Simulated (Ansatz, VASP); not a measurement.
# SiS2 in VASP and in Ansatz

```
Si S
1.0
    -2.90553    5.10282    2.92486
     2.90553   -5.10282    2.92486
     2.90553    5.10282   -2.92486
Si S
2 4
Direct
  0.75000 0.75000 0.00000
  0.25000 0.25000 0.00000
  0.10976 0.19469 0.30445
  0.89024 0.80531 0.69555
  0.60976 0.30531 0.91507
  0.39024 0.69469 0.08493
```

Change from the starting cell: hydrostatic strain +5.9%.

Alike in both runs: task single point; functional r2SCAN; k mesh 6 × 6 × 6; no spin polarisation.

|  | VASP | Ansatz |
| --- | --- | --- |
| version | VASP 6.6.1 | Ansatz 0.2.0 |
| potentials or method | VASP PAW PBE potentials, release 64 (Si, S) | plane waves, PAW |
| plane-wave cutoff (eV) | 550 | 500 |
| occupations | gaussian, width 0.01 eV | fixed |
| valence electrons in the cell | 32 | 32 |

Ansatz gave:

```
gap on the k mesh at the Fermi level (eV)                     : 3.43
pressure (GPa)                                                : -2.4
traceless stress, the component that is largest in VASP (GPa) : -4.26
rms of the force components (eV/Å)                            : 0.023
```

Question: Which values does VASP return?

Answer: gap on the k mesh at the Fermi level (eV): 3.45; pressure (GPa): -2.6; traceless stress, the component that is largest in VASP (GPa): -4.29; rms of the force components (eV/Å): 0.044.

VASP's potentials were made for PBE, not for r2SCAN. Atom by atom the forces differ by 0.022 eV/Å (rms over components).
